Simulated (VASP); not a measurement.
# Ta (Pm-3m) in VASP: notebook, part 2 of 2

VASP 6.6.1.

## 4. Relaxation of cell and atoms, PBE

This run uses another cell than the first one, of 19.51 Å³/atom, 0.845 times its volume.

File INCAR:

```
ALGO = Normal
EDIFF = 1E-6
EDIFFG = -0.01
ENCUT = 600
GGA = PE
IBRION = 2
ISIF = 3
ISMEAR = -1
LASPH = T
LCHARG = F
LREAL = F
LWAVE = F
NELM = 60
NSW = 80
PREC = Accurate
SIGMA = 0.1
```

File KPOINTS:

```
k-points
0
Gamma
  12 12 12
```

File POSCAR:

```
Ta
1.0
    2.6919965271      0.0000000000      0.0000000000
    0.0000000000      2.6919965271      0.0000000000
    0.0000000000      0.0000000000      2.6919965271
Ta
1
Direct
    0.0000000000      0.0000000000      0.0000000000
```

Potentials or basis: VASP PAW PBE potentials, release 64 (Ta_pv).

On the command line:

```console
cat potpaw_PBE.64/Ta_pv/POTCAR > POTCAR
mpirun -np 1 vasp_std > vasp.out
```

OUTCAR:

```text
EDIFF = 1E-6
   EDIFFG = -0.01
   ENCUT = 600
   GGA = PE
   IBRION = 2
   ISIF = 3
   ISMEAR = -1
   LASPH = T
   LREAL = F
   NELM = 60
   NSW = 80
   PREC = Accurate

 ion  position               nearest neighbor table
   1  0.000  0.000  0.000-

  LATTYP: Found a simple cubic cell.
 ALAT       =     2.6919965271

  Lattice vectors:

 A1 = (   2.6919965271,   0.0000000000,   0.0000000000)
 A2 = (   0.0000000000,   2.6919965271,   0.0000000000)
 A3 = (   0.0000000000,   0.0000000000,   2.6919965271)

Analysis of symmetry for initial positions (statically):
=====================================================================
 Subroutine PRICEL returns:
 Original cell was already a primitive cell.

 Routine SETGRP: Setting up the symmetry group for a
 simple cubic supercell.

 Subroutine GETGRP returns: Found 48 space group operations
 (whereof 48 operations were pure point group operations)
 out of a pool of 48 trial point group operations.

The static configuration has the point symmetry O_h .

Analysis of symmetry for dynamics (positions and initial velocities):
=====================================================================
 Subroutine PRICEL returns:
 Original cell was already a primitive cell.

 Routine SETGRP: Setting up the symmetry group for a
 simple cubic supercell.

 Subroutine GETGRP returns: Found 48 space group operations
 (whereof 48 operations were pure point group operations)
 out of a pool of 48 trial point group operations.

The dynamic configuration has the point symmetry O_h .

 Subroutine INISYM returns: Found 48 space group operations
 (whereof 48 operations are pure point group operations),
 and found     1 'primitive' translations

----------------------------------------------------------------------------------------

[... 123 lines left out ...]
  energy-cutoff  :      600.00
  volume of cell :       19.51
 maximum number of plane-waves:       672
 NGX is ok and might be reduce to    24
   NGX = 11   NGY = 11   NGZ = 11

--------------------------------------- Ionic step        1  -------------------------------------------

 number of electron      10.9999999 magnetization

 Free energy of the ion-electron system (eV)
  ---------------------------------------------------
  ext. energy  EPLUGINS =         0.00000000
  ---------------------------------------------------
  free energy    TOTEN  =       -10.69957599 eV

  energy without entropy =      -10.67471540  energy(sigma->0) =      -10.68714570

------------------------ aborting loop because EDIFF is reached ----------------------------------------

  FORCE on cell =-STRESS in cart. coord.  units (eV):
  Direction    XX          YY          ZZ          XY          YZ          ZX
  --------------------------------------------------------------------------------------
  -------------------------------------------------------------------------------------
  Total        1.1174664      1.1174664      1.1174664     -0.0000000     -0.0000000     -0.0000000
  in kB       91.7744073     91.7744073     91.7744073     -0.0000000     -0.0000000     -0.0000000
  external PRESSURE =      91.7744073 kB  Pullay stress =       0.0000000 kB
[... 92 lines left out ...]
--------------------------------------- Ionic step        4  -------------------------------------------

 number of electron      10.9999999 magnetization

 Free energy of the ion-electron system (eV)
  ---------------------------------------------------
  ext. energy  EPLUGINS =         0.00000000
  ---------------------------------------------------
  free energy    TOTEN  =       -10.73048592 eV

  energy without entropy =      -10.70459658  energy(sigma->0) =      -10.71754125

 E-fermi :   4.4349     XC(G=0): -11.8152

 val. band max:        4.4340200786   @ k =   0.5000   0.0000   0.0000
 cond. band min:       4.4636160911   @ k =   0.4167   0.0000   0.0000
 fundamental gap:      0.0295960124
 Fermi energy:         4.4348662306

 k-point     1 :       0.0000    0.0000    0.0000
  band No.  band energies     occupation
      1     -28.9653      2.00000
      2     -28.9653      2.00000
      3     -28.9653      2.00000
      4      -2.7946      2.00000
      5       1.8730      2.00000
      6       1.8730      2.00000
      7      10.5730      0.00000
      8      10.5730      0.00000
      9      10.5730      0.00000
[... 265 lines left out ...]
 k-point    24 :       0.4167    0.3333    0.0000
  band No.  band energies     occupation
      1     -29.9477      2.00000
      2     -29.7230      2.00000
      3     -28.7904      2.00000
      4       1.2802      2.00000
      5       2.5598      2.00000
      6       6.8550      0.00000
      7       7.5954      0.00000
      8       8.2602      0.00000
      9       8.3261      0.00000

 [... further k-points ...]

------------------------ aborting loop because EDIFF is reached ----------------------------------------

  FORCE on cell =-STRESS in cart. coord.  units (eV):
  Direction    XX          YY          ZZ          XY          YZ          ZX
  --------------------------------------------------------------------------------------
  -------------------------------------------------------------------------------------
  Total       -0.0035904     -0.0035904     -0.0035904      0.0000000     -0.0000000      0.0000000
  in kB       -0.2786531     -0.2786531     -0.2786531      0.0000000     -0.0000000      0.0000000
  external PRESSURE =      -0.2786531 kB  Pullay stress =       0.0000000 kB
[... 16 lines left out ...]
  FREE ENERGIE OF THE ION-ELECTRON SYSTEM (eV)
  ---------------------------------------------------
  free  energy   TOTEN  =       -10.7304859214 eV

  energy  without entropy=      -10.7045965760  energy(sigma->0) =      -10.71754125

 reached required accuracy - stopping structural energy minimisation
```

It took 24 s on 1 thread of Intel Xeon Platinum 8259CL at 2.50GHz (Skylake/Cascade Lake), shared host; peak memory 0.16 GiB.

What came out:

- Free energy: -10.7305 eV
- Relaxed volume: 20.64 Å³/atom
- Relaxed cell: a = 2.743 Å, b = 2.743 Å, c = 2.743 Å, α = 90.00°, β = 90.00°, γ = 90.00°
- Space group after relaxing (to 0.05 Å): Pm-3m (No. 221)
- Energy gained by relaxing: 30.9 meV/atom
- Ionic steps: 4
- Pressure after relaxing: 0.0 GPa

The path:
| step | energy change (eV) | largest force (eV/Å) | pressure (GPa) | volume (Å³) |
| --- | --- | --- | --- | --- |
| 1 | 0.0000 | 0.0000 | 9.18 | 19.51 |
| 2 | 0.0590 | 0.0000 | -12.06 | 22.84 |
| 3 | -0.0309 | 0.0000 | -0.24 | 20.68 |
| 4 | -0.0309 | 0.0000 | -0.03 | 20.64 |

Final structure:
```
Ta
1.0
     2.74323    0.00000    0.00000
     0.00000    2.74323    0.00000
     0.00000    0.00000    2.74323
Ta
1
Cartesian
  0.0000 0.0000 0.0000
```

Levels at points of the mesh, in eV from the Fermi level:
```tsv
k point	band 2	band 3	band 4	band 5	band 6	band 7	band 8	band 9
(0.00, 0.00, 0.00)	-33.40	-33.40	-7.23	-2.56	-2.56	6.14	6.14	6.14
(0.50, 0.00, 0.00)	-33.29	-33.29	-3.74	-1.60	0.00	2.43	2.43	6.54
(0.50, 0.50, 0.00)	-34.41	-33.19	-3.90	-1.38	3.20	3.20	5.11	5.11
(0.50, 0.50, 0.50)	-34.27	-34.27	-2.26	-2.26	-2.26	7.62	8.92	8.92
```

Caveat: spin-orbit coupling is left out, which moves the levels of the heavy elements.

## 5. Single point, PBE, non-collinear spin, zero start, spin-orbit coupling

This run uses another cell than the first one, of 20.62 Å³/atom, 0.893 times its volume.

File INCAR:

```
SYSTEM = Ta
ALGO = Normal
EDIFF = 1E-6
ENCUT = 520
GGA = PE
GGA_COMPAT = .False.
ISIF = 2
ISMEAR = -1
LASPH = .True.
LCHARG = .True.
LMAXMIX = 4
LNONCOLLINEAR = .True.
LORBIT = 11
LORBMOM = .True.
LREAL = .False.
LSORBIT = .True.
LVHAR = .True.
LWAVE = .False.
MAGMOM = 0 0 0
NBANDS = 22
NELM = 150
PREC = Accurate
SIGMA = 0.1
```

File KPOINTS:

```
k-points
0
Gamma
  11 11 11
  0 0 0
```

File POSCAR:

```
Ta
1.0
    2.7422183679      0.0000000000      0.0000000000
    0.0000000000      2.7422183679      0.0000000000
    0.0000000000      0.0000000000      2.7422183679
Ta
1
Direct
    0.0000000000      0.0000000000      0.0000000000
```

On the command line:

```console
cat potpaw_PBE.64/Ta_pv/POTCAR > POTCAR
mpirun -np 1 vasp_ncl > vasp.out
```

Run time: 32 s. Hardware: 1 thread of Intel Xeon Platinum 8259CL at 2.50GHz (Skylake/Cascade Lake), shared host; peak memory 0.18 GiB.

Results (log left out):

| Property | Result |
| --- | --- |
| Free energy | -11.4468 eV |
| Pressure | 0.6 GPa |
| Net moment | 0.00 μB per cell |
| Valence electrons inside the program's atomic spheres | Ta 8.97 |

Moments on the atoms (μB; x, y, z):
```
Ta  0.00 0.00 0.00
```

## 6. Single point, HSE06

This run uses another cell than the first one, of 20.62 Å³/atom, 0.893 times its volume.

File POSCAR:

```
Ta
1.0
    2.7422183867      0.0000000000      0.0000000000
    0.0000000000      2.7422183867      0.0000000000
    0.0000000000      0.0000000000      2.7422183867
Ta
1
Direct
    0.0000000000      0.0000000000      0.0000000000
```

File INCAR.step1:

```
ALGO = Normal
EDIFF = 1E-5
ENCUT = 520
GGA = PE
ISIF = 2
ISMEAR = -1
LASPH = True
LCHARG = False
LREAL = False
LWAVE = True
NBANDS = 12
NELM = 100
PREC = Accurate
SIGMA = 0.1
```

File INCAR.step2:

```
ALGO = Normal
EDIFF = 1E-7
ENCUT = 520
GGA = PE
HFSCREEN = 0.2079
ISIF = 2
ISMEAR = -1
ISTART = 1
LASPH = True
LCHARG = False
LHFCALC = True
LREAL = False
LWAVE = False
NBANDS = 12
NELM = 100
PREC = Accurate
PRECFOCK = Normal
SIGMA = 0.1
```

File KPOINTS:

```
k-points
0
Gamma
  6 6 6
```

Potentials or basis: VASP PAW PBE potentials, release 64 (Ta_pv).

On the command line:

```console
cat potpaw_PBE.64/Ta_pv/POTCAR > POTCAR
cp INCAR.step1 INCAR
mpirun -np 1 vasp_std > vasp.out
cp INCAR.step2 INCAR
mpirun -np 1 vasp_std > vasp.out
```

Wall time 6.2 min (1 thread of Intel Xeon Platinum 8488C (Sapphire Rapids), shared host); peak memory 0.23 GiB.

The run converged. Its results:

```
Free energy : -12.3090 eV
Pressure    : -2.0 GPa
```

Levels at points of the mesh, in eV from the Fermi level:
```
           k point  band 3  band 4  band 5  band 6  band 7  band 8  band 9  band 10
(0.00, 0.00, 0.00)  -35.44   -7.99   -2.92   -2.92    7.50    7.50    7.50    15.75
(0.50, 0.00, 0.00)  -35.33   -4.03   -1.75   -0.05    3.45    3.45    7.93    11.26
(0.50, 0.50, 0.00)  -35.22   -4.14   -1.35    4.31    4.31    5.81    5.81     9.80
(0.50, 0.50, 0.50)  -36.41   -2.20   -2.20   -2.20    8.38   10.11   10.11    12.62
```

Caveat: the k points lie up to 0.38 Å⁻¹ apart; the PAW data sets were made with another functional, which shifts forces and pressure a little; spin-orbit coupling is left out, which moves the levels of the heavy elements.

## 7. Summary

```tsv
task	level	spin	cell	k mesh	cutoff (eV)	grid for exact exchange (PRECFOCK)	screening parameter	gap on the mesh (eV)	pressure (GPa)
single point	PBE	off	a = 2.848 Å, 1 atom	13 × 13 × 13	520	-	-	none	-13.0
single point	PBE	off	a = 2.742 Å, 1 atom	19 × 19 × 19	520	-	-	none	0.6
relaxation of cell and atoms	PBE	off	relaxed from a = 2.692 Å, 1 atom	12 × 12 × 12	600	-	-	none	0.0
single point	PBE	non-collinear, zero start, SOC	a = 2.742 Å, 1 atom	11 × 11 × 11	520	-	-	-	0.6
single point	HSE06	off	a = 2.742 Å, 1 atom	6 × 6 × 6	520	Normal	0.2079 1/Å	none	-2.0
```

Alike in all rows: potentials or basis VASP PAW PBE potentials, release 64 (Ta_pv); smearing fermi-dirac 0.1 eV.

Caveats: some runs use coarse meshes; spin-orbit coupling is left out, which moves the levels of the heavy elements (some runs); the PAW data sets were made with another functional, which shifts forces and pressure a little (some runs).

Absolute energies hang on the potentials; compare differences alone.
